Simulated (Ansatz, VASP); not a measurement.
## TlBr: VASP beside Ansatz

The input POSCAR:

```
TlBr
1.0
    3.9700005710      0.0000000000      0.0000000000
    0.0000000000      3.9700005710      0.0000000000
    0.0000000000      0.0000000000      3.9700005710
Tl Br
1 1
Direct
    0.0000000000      0.0000000000      0.0000000000
    0.5000000000      0.5000000000      0.5000000000
```

File INCAR.step1:

```
SYSTEM = TlBr
PREC     = Accurate       ! precision mode
ENCUT    = 550            ! plane-wave cutoff, eV
ISMEAR   = 0              ! smearing method
SIGMA    = 0.05           ! smearing width, eV
LREAL    = .False.        ! projectors in reciprocal space
LASPH    = .True.         ! aspherical terms in the spheres
NELM     = 200            ! most SCF steps
MAGMOM   = 0 0 0 0 0 0    ! initial moments
LSORBIT  = .True.         ! spin-orbit coupling
GGA_COMPAT= .False.      
NBANDS   = 32             ! bands
GGA      = PE             ! functional
ALGO     = Normal         ! electronic algorithm
EDIFF    = 1E-5           ! SCF threshold, eV
LWAVE    = .True.         ! write WAVECAR
LCHARG   = .False.        ! write CHGCAR
```

File INCAR.step2:

```
SYSTEM = TlBr
PREC     = Accurate       ! precision mode
ENCUT    = 550            ! plane-wave cutoff, eV
EDIFF    = 1E-6           ! SCF threshold, eV
ISMEAR   = 0              ! smearing method
SIGMA    = 0.05           ! smearing width, eV
LREAL    = .False.        ! projectors in reciprocal space
LASPH    = .True.         ! aspherical terms in the spheres
NELM     = 200            ! most SCF steps
ALGO     = Normal         ! electronic algorithm
ISIF     = 2              ! what is computed and relaxed
LWAVE    = .False.        ! write WAVECAR
LCHARG   = .False.        ! write CHGCAR
MAGMOM   = 0 0 0 0 0 0    ! initial moments
LORBIT   = 11             ! projections on sites
LSORBIT  = .True.         ! spin-orbit coupling
GGA_COMPAT= .False.      
LORBMOM  = .True.       
METAGGA  = R2SCAN         ! meta-GGA
LMIXTAU  = .True.       
NBANDS   = 32             ! bands
ISTART   = 1
```

File KPOINTS:

```
regular mesh
0
Gamma
  6 6 6
  0 0 0
```

Input for Ansatz:

```yaml
crystal:
  lattice:
    - [3.970000571, 0.0, 0.0]
    - [0.0, 3.970000571, 0.0]
    - [0.0, 0.0, 3.970000571]
  atoms:
    - { symbol: Tl, position: [0.0, 0.0, 0.0] }
    - { symbol: Br, position: [0.5, 0.5, 0.5] }
basis:
  ecutwfc: 500
  ecutrho_ratio: 4
kpoints:
  mp_grid: { grid: [6, 6, 6] }
  band_path:
    path:
      - [[0.0, 0.0, 0.0], [0.0, 0.5, 0.0], [0.5, 0.5, 0.0], [0.0, 0.0, 0.0], [0.5, 0.5, 0.5], [0.0, 0.5, 0.0]]
      - [[0.5, 0.5, 0.5], [0.5, 0.5, 0.0]]
    npoints: 10
hamiltonian:
  xc: r2scan
scf:
  occupations: { method: gaussian, width: 0.05 }
output:
  forces: true
  stress: true
  eigenvalues: true
  populations: true
  eigenstates:
    nscf_kmesh: { grid: [14, 14, 14] }
    de_dk: true
    e_range: [-2.5, 4.777730495441]
  write_density: true
  write_potential: true
  elf: true
  volumetric_format: npy
magnetization:
  noncollinear: true
  spin_orbit: true
```

Alike in both runs: task single point; functional r2SCAN; k mesh 6 × 6 × 6; occupations gaussian, width 0.05 eV; non-collinear spin, spin-orbit coupling.

```csv
,VASP,Ansatz
version,VASP 6.6.1,Ansatz 0.2.0
potentials or method,"VASP PAW PBE potentials, release 64 (Tl_d, Br), cutoff 550 eV","plane waves, PAW"
valence electrons in the cell,20,20
```

Ansatz gave:

| Quantity | Value |
| --- | --- |
| pressure (GPa) | 0.3 |

Problem. Estimate VASP's values.

Solution. Pressure (GPa): 0.4.

VASP's potentials were made for PBE, not for r2SCAN. The functional is the same, so the differences come from potentials, cutoffs and numerics.
